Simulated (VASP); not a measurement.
# Ta2C (P-3m1) in VASP: notebook, part 4 of 4

VASP 6.6.1. The steps go on from the part before.

## Step 6: Relaxation of cell and atoms, BLYP+D3(BJ)

This run uses another cell than the first one, of 13.77 Å³/atom, 1.015 times its volume.

Contents of INCAR:

```
SYSTEM = Ta2C
PREC = Accurate ; ENCUT = 600
EDIFF = 1E-6 ; ISMEAR = -1
SIGMA = 0.01 ; LREAL = .False.
LASPH = .True. ; NELM = 60
ALGO = Normal ; ISIF = 3
LWAVE = .False. ; LCHARG = .False.
GGA = B5 ; ALDAX = 1.0
AGGAX = 1.0 ; AGGAC = 1.0
ALDAC = 0.0 ; IVDW = 12
VDW_S6 = 1.0 ; VDW_S8 = 2.6996
VDW_A1 = 0.4298 ; VDW_A2 = 4.2359
IBRION = 2 ; NSW = 80
EDIFFG = -0.1
```

Contents of KPOINTS:

```
regular mesh
0
Gamma
  4 4 2
  0 0 0
```

Contents of POSCAR:

```
Ta2C
1.0
    3.1059000000      0.0000000000      0.0000000000
   -1.5529500000      2.6897900000      0.0000000000
    0.0000000000      0.0000000000      4.9464000000
Ta C
2 1
Direct
    0.3333333333      0.6666666667      0.2520100000
    0.6666666667      0.3333333333      0.7479900000
    0.0000000000      0.0000000000      0.0000000000
```

Potentials or basis: VASP PAW PBE potentials, release 64 (Ta_pv, C).

On the command line:

```sh
$ cat potpaw_PBE.64/Ta_pv/POTCAR potpaw_PBE.64/C/POTCAR > POTCAR
$ mpirun -np 1 vasp_std > vasp.out
```

OUTCAR:

```text
SYSTEM = Ta2C
   PREC = Accurate
   ENCUT = 600
   EDIFF = 1E-6
   ISMEAR = -1
   LREAL = .False.
   LASPH = .True.
   NELM = 60
   ISIF = 3
   GGA = B5
   IVDW = 12
   IBRION = 2
   NSW = 80
   EDIFFG = -0.1
 IVDW          = 12

 ion  position               nearest neighbor table
   1  0.333  0.667  0.252-   3 2.18   3 2.18   3 2.18   2 3.04   2 3.04   2 3.04   2 3.07   2 3.07
                             2 3.07
   2  0.667  0.333  0.748-   3 2.18   3 2.18   3 2.18   1 3.04   1 3.04   1 3.04   1 3.07   1 3.07
                             1 3.07
   3  0.000  0.000  0.000-   1 2.18   2 2.18   2 2.18   1 2.18   2 2.18   1 2.18

  LATTYP: Found a hexagonal cell.
 ALAT       =     3.1059000000
 C/A-ratio  =     1.5925818603

  Lattice vectors:

 A1 = (   3.1059000000,   0.0000000000,   0.0000000000)
 A2 = (  -1.5529500000,   2.6897900000,   0.0000000000)
 A3 = (   0.0000000000,   0.0000000000,   4.9464000000)

Analysis of symmetry for initial positions (statically):
=====================================================================
 Subroutine PRICEL returns:
 Original cell was already a primitive cell.

 Routine SETGRP: Setting up the symmetry group for a
 hexagonal supercell.

 Subroutine GETGRP returns: Found 12 space group operations
 (whereof 12 operations were pure point group operations)
 out of a pool of 24 trial point group operations.

The static configuration has the point symmetry D_3d.

Analysis of symmetry for dynamics (positions and initial velocities):
=====================================================================
 Subroutine PRICEL returns:
 Original cell was already a primitive cell.

 Routine SETGRP: Setting up the symmetry group for a
 hexagonal supercell.

 Subroutine GETGRP returns: Found 12 space group operations
 (whereof 12 operations were pure point group operations)
 out of a pool of 24 trial point group operations.

The dynamic configuration has the point symmetry D_3d.

 Subroutine INISYM returns: Found 12 space group operations
 (whereof 12 operations are pure point group operations),
 and found     1 'primitive' translations

----------------------------------------------------------------------------------------

                                     Primitive cell

  volume of cell :      41.3233

  direct lattice vectors                    reciprocal lattice vectors
     3.105900000  0.000000000  0.000000000     0.321967868  0.185888118  0.000000000
    -1.552950000  2.689790000  0.000000000     0.000000000  0.371776235  0.000000000
     0.000000000  0.000000000  4.946400000     0.000000000  0.000000000  0.202167233

  length of vectors
     3.105900000  3.105901471  4.946400000     0.371776411  0.371776235  0.202167233

  position of ions in fractional coordinates (direct lattice)
     0.333333333  0.666666667  0.252010000
     0.666666667  0.333333333  0.747990000
     0.000000000  0.000000000  0.000000000

  ion indices of the primitive-cell ions
   primitive index   ion index
                 1           1
                 2           2
                 3           3

----------------------------------------------------------------------------------------

 KPOINTS: regular mesh

Automatic generation of k-mesh.
 Grid dimensions read from file:
 generate k-points for:    4    4    2

 Generating k-lattice:

  Cartesian coordinates                     Fractional coordinates (reciprocal lattice)
     0.080491967  0.046472029  0.000000000     0.250000000 -0.000000000  0.000000000
     0.000000000  0.092944059  0.000000000     0.000000000  0.250000000  0.000000000
     0.000000000  0.000000000  0.101083616     0.000000000  0.000000000  0.500000000

  Length of vectors
     0.092944103  0.092944059  0.101083616

  Shift w.r.t. Gamma in fractional coordinates (k-lattice)
     0.000000000  0.000000000  0.000000000

 Subroutine IBZKPT returns following result:
 ===========================================

 Found      8 irreducible k-points:

 Following reciprocal coordinates:
            Coordinates               Weight
  0.000000  0.000000  0.000000      1.000000
  0.250000 -0.000000  0.000000      6.000000
  0.500000 -0.000000  0.000000      3.000000
  0.250000  0.250000  0.000000      6.000000
  0.000000  0.000000  0.500000      1.000000
  0.250000 -0.000000  0.500000      6.000000
  0.500000 -0.000000  0.500000      3.000000
  0.250000  0.250000  0.500000      6.000000
   k-points           NKPTS =      8   k-points in BZ     NKDIM =      8   number of bands    NBANDS=     17
   number of dos      NEDOS =    301   number of ions     NIONS =      3
   total plane-waves  NPLWV =  31360
   dimension x,y,z NGX =    28 NGY =   28 NGZ =   40
   dimension x,y,z NGXF=    56 NGYF=   56 NGZF=   80
   ions per type =               2   1
   NGX,Y,Z   is equivalent  to a cutoff of  14.99, 14.99, 13.44 a.u.
   NGXF,Y,Z  is equivalent  to a cutoff of  29.97, 29.97, 26.89 a.u.
 SYSTEM =  Ta2C
   PREC   = accura    normal or accurate (medium, high low for compatibility)
   ISTART =      0    job   : 0-new  1-cont  2-samecut
   ICHARG =      2    charge: 1-file 2-atom 10-const
   ISPIN  =      1    spin polarized calculation?
   LNONCOLLINEAR =      F non collinear calculations
   LSORBIT =      F    spin-orbit coupling
   LASPH  =      T    aspherical Exc in radial PAW
   ENCUT  =  600.0 eV  44.10 Ry    6.64 a.u.   6.20  6.20  9.88*2*pi/ulx,y,z
   NELM   =     60;   NELMIN=  2; NELMDL= -5     # of ELM steps
   EDIFF  = 0.1E-05   stopping-criterion for ELM
   LREAL  =      F    real-space projection
   EDIFFG = -.1E+00   stopping-criterion for IOM
   NSW    =     80    number of steps for IOM
   IBRION =      2    ionic relax: 0-MD 1-quasi-New 2-CG
   NFREE  =      1    steps in history (QN), initial steepest desc. (CG)
   ISIF   =      3    stress and relaxation
   ISYM   =      2    0-nonsym 1-usesym 2-fastsym
   POTIM  = 0.5000    time-step for ionic-motion
   TEBEG  =    0.0;   TEEND  =   0.0 temperature during run
   PSTRESS=    0.0 pullay stress
   NELECT =      26.0000    total number of electrons
   NUPDOWN=      -1.0000    fix difference up-down
   EMIN   =  10.00;   EMAX   =-10.00  energy-range for DOS
   EFERMI =   0.00;   METHOD = LEGACY
   ISMEAR =    -1;   SIGMA  =   0.01  broadening in eV -4-tet -1-fermi 0-gaus
   EFERMI_NEDOS =   21; number of points for ismear=-14 and -15
   IALGO  =     38    algorithm
   IMIX   =      4    mixing-type and parameters
     AMIX     =   0.40;   BMIX     =  1.00
     AMIX_MAG =   1.60;   BMIX_MAG =  1.00
  volume/ion in A,a.u.               =      13.77        92.95
  Fermi-wavevector in a.u.,A,eV,Ry     =   1.402817  2.650939 26.774832  1.967895
  Thomas-Fermi vector in A             =   2.525541
   LORBIT       =      0    0 simple, 1 ext, 2 COOP (PROOUT), +10 PAW based schemes
   GGA     = B5    functional components
   LHFCALC =     F    Hartree Fock is set to
   AEXX    =    0.0000 exact exchange contribution
   IVDW    =    12    specifies the selected vdW correction
   LEPSILON=     F    determine dielectric tensor
   LRPA    =     F    only Hartree local field effects (RPA)
 conjugate gradient relaxation of ions
 non-spin polarized calculation
  energy-cutoff  :      600.00
  volume of cell :       41.32
 maximum number of plane-waves:      1412
 NGX is ok and might be reduce to    28
   NGX = 13   NGY = 13   NGZ = 19

--------------------------------------- Ionic step        1  -------------------------------------------

 number of electron      26.0000001 magnetization

 Free energy of the ion-electron system (eV)
  ---------------------------------------------------
  ext. energy  EPLUGINS =         0.00000000
  ---------------------------------------------------
  free energy    TOTEN  =       -30.88280960 eV

  energy without entropy =      -30.88280960  energy(sigma->0) =      -30.88280960

------------------------ aborting loop because EDIFF is reached ----------------------------------------

 Edisp (eV)   -3.68910

 E8    (eV) :    -2.8621

  FORCE on cell =-STRESS in cart. coord.  units (eV):
  Direction    XX          YY          ZZ          XY          YZ          ZX
  --------------------------------------------------------------------------------------
  -------------------------------------------------------------------------------------
  Total      -0.49859    -0.49859    -0.22962     0.00000     0.00000     0.00000
  in kB     -19.33114   -19.33117    -8.90260     0.00000     0.00000     0.00000
  external pressure =      -15.85 kB  Pullay stress =        0.00 kB
[... 63 lines left out ...]
  energy  without entropy=      -34.5768521080  energy(sigma->0) =      -34.57685211

--------------------------------------- Ionic step        3  -------------------------------------------

 number of electron      26.0000001 magnetization

 Free energy of the ion-electron system (eV)
  ---------------------------------------------------
  ext. energy  EPLUGINS =         0.00000000
  ---------------------------------------------------
  free energy    TOTEN  =       -30.85897411 eV

  energy without entropy =      -30.85897411  energy(sigma->0) =      -30.85897411

 E-fermi :   7.3912     XC(G=0): -12.1803

 val. band max:        7.1649441864   @ k =   0.0000   0.0000   0.0000
 cond. band min:       7.6522320328   @ k =   0.0000   0.0000   0.0000
 fundamental gap:      0.4872878465
 Fermi energy:         7.3912066350

 k-point     1 :       0.0000    0.0000    0.0000
  band No.  band energies     occupation
      1     -27.5561      2.00000
      2     -26.8694      2.00000
      3     -26.8694      2.00000
      4     -26.7529      2.00000
      5     -26.7529      2.00000
      6     -26.6495      2.00000
[... 9 lines left out ...]
     16       8.3528      0.00000
     17       9.3845      0.00000
[... 172 lines left out ...]
  FREE ENERGIE OF THE ION-ELECTRON SYSTEM (eV)
  ---------------------------------------------------
  free  energy   TOTEN  =       -34.5913251219 eV

  energy  without entropy=      -34.5913251219  energy(sigma->0) =      -34.59132512

 reached required accuracy - stopping structural energy minimisation
```

OSZICAR:

```text
N       E                     dE             d eps       ncg     rms          rms(c)
DAV:   1     0.207457457670E+03    0.20746E+03   -0.16635E+04   272   0.177E+03
DAV:   2    -0.262935390013E+02   -0.23375E+03   -0.23071E+03   310   0.442E+02
DAV:   3    -0.353300703753E+02   -0.90365E+01   -0.87598E+01   363   0.720E+01
[... 25 lines left out ...]
DAV:   3    -0.308591600361E+02    0.22206E-02   -0.97546E-03   338   0.861E-01    0.929E-02
DAV:   4    -0.308589722053E+02    0.18783E-03   -0.86119E-04   329   0.267E-01    0.911E-02
DAV:   5    -0.308589726475E+02   -0.44212E-06   -0.94914E-05   364   0.773E-02    0.561E-02
DAV:   6    -0.308589747506E+02   -0.21031E-05   -0.43128E-05   300   0.441E-02    0.594E-03
DAV:   7    -0.308589741082E+02    0.64241E-06   -0.45376E-06   295   0.128E-02
   3 F= -.34591325E+02 E0= -.34591325E+02  d E =-.194140E-01
```

Wall time 47 s (1 thread of Intel Xeon Platinum 8488C (Sapphire Rapids), shared host); peak memory 0.19 GiB.

Results:

| Property | Result |
| --- | --- |
| Free energy | -34.5913 eV |
| Relaxed volume | 13.63 Å³/atom |
| Relaxed cell | a = 3.092 Å, b = 3.092 Å, c = 4.936 Å, α = 90.00°, β = 90.00°, γ = 120.00° |
| Space group after relaxing (to 0.05 Å) | P-3m1 (No. 164) |
| Energy gained by relaxing | 6.5 meV/atom |
| Ionic steps | 3 |
| Pressure after relaxing | 0.1 GPa |
| Largest force after relaxing | 0.008 eV/Å |
| Band gap on the k mesh | zero (band 13 reaches 7.65 eV, above the bottom of band 14 at 6.90 eV) |
| Dispersion energy per atom | -1.244 eV |

Forces in eV/Å, atoms in the order of the input:
```
Ta   0.000  0.000  0.008
Ta   0.000  0.000 -0.008
C    0.000  0.000  0.000
```

Step by step:
| step | energy change (eV) | largest force (eV/Å) | pressure (GPa) | volume (Å³) |
| --- | --- | --- | --- | --- |
| 1 | 0.0000 | 0.8002 | -1.59 | 41.32 |
| 2 | -0.0049 | 0.7067 | 1.77 | 40.51 |
| 3 | -0.0194 | 0.0082 | 0.08 | 40.88 |

Final structure:
```yaml
crystal:
  lattice:
    - [3.09239, 0.00000, 0.00000]
    - [-1.54619, 2.67809, 0.00000]
    - [0.00000, 0.00000, 4.93649]
  atoms:
    - { symbol: Ta, position: [0.33333, 0.66667, 0.25623] }
    - { symbol: Ta, position: [0.66667, 0.33333, 0.74377] }
    - { symbol: C, position: [0.00000, 0.00000, 0.00000] }
```

Levels at points of the mesh, in eV from the Fermi level:
| k point | band 9 | band 10 | band 11 | band 12 | band 13 | band 14 | band 15 | band 16 | band 17 |
| --- | --- | --- | --- | --- | --- | --- | --- | --- | --- |
| (0.00, 0.00, 0.00) | -3.71 | -3.71 | -3.15 | -0.23 | 0.26 | 0.26 | 0.96 | 0.96 | 1.99 |
| (0.50, 0.00, 0.00) | -4.58 | -4.16 | -3.89 | -1.95 | -0.39 | 2.91 | 3.23 | 4.41 | 4.92 |
| (0.00, 0.00, 0.50) | -3.98 | -3.98 | -2.18 | -1.61 | -0.49 | -0.49 | 2.80 | 2.80 | 3.15 |
| (0.50, 0.00, 0.50) | -4.88 | -3.69 | -2.60 | -1.25 | -1.16 | 1.08 | 1.18 | 4.11 | 4.54 |

Caveat: the k points lie up to 0.64 Å⁻¹ apart in the final cell; the PAW data sets were made with another functional, which shifts forces and pressure a little; spin-orbit coupling is left out, which moves the levels of the heavy elements; pairwise dispersion overbinds metals, which lowers pressure and volume; the relaxation stopped at a loose force limit of 0.1 eV/Å, so its end isn't a converged minimum.

## Step 7: Summary

```csv
task,level,potentials or basis,cell,cutoff (eV),gap on the mesh (eV),pressure (GPa),relaxed volume (Å³/atom),largest force (eV/Å)
single point,PBEsol,"VASP PAW PBE potentials, release 64 (Ta_pv, C)","a = 3.086, b = 3.086, c = 4.934 Å, angles 90.0, 90.0, 120.0°, 3 atoms",520,none,0.5,-,0.05
single point,BLYP+D3(BJ),"VASP PAW PBE potentials, release 64 (Ta_pv, C)","a = 3.087, b = 3.087, c = 4.927 Å, angles 90.0, 90.0, 120.0°, 3 atoms",520,none,1.7,-,0.05
single point,LDA,"VASP PAW LDA potentials, release 64 (Ta_pv, C)","a = 3.067, b = 3.067, c = 4.904 Å, angles 90.0, 90.0, 120.0°, 3 atoms",520,none,1.5,-,0.06
relaxation of cell and atoms,PBEsol,"VASP PAW PBE potentials, release 64 (Ta_pv, C)","relaxed from a = 3.106, b = 3.106, c = 4.946 Å, angles 90.0, 90.0, 120.0°, 3 atoms",600,none,0.0,13.58,-
relaxation of cell and atoms,BLYP+D3(BJ),"VASP PAW PBE potentials, release 64 (Ta_pv, C)","relaxed from a = 3.106, b = 3.106, c = 4.946 Å, angles 90.0, 90.0, 120.0°, 3 atoms",600,none,0.1,13.63,0.01
```

Alike in all rows: no spin polarisation; k mesh 4 × 4 × 2; smearing fermi-dirac 0.01 eV.

Caveats: all runs use coarse meshes; spin-orbit coupling is left out, which moves the levels of the heavy elements; the PAW data sets were made with another functional, which shifts forces and pressure a little (some runs); pairwise dispersion overbinds metals, which lowers pressure and volume (some runs); the relaxation stopped at a loose force limit of 0.1 eV/Å, so its end isn't a converged minimum (some runs).

Total energies depend on the potentials used, so only differences within one code and one set of settings carry meaning.
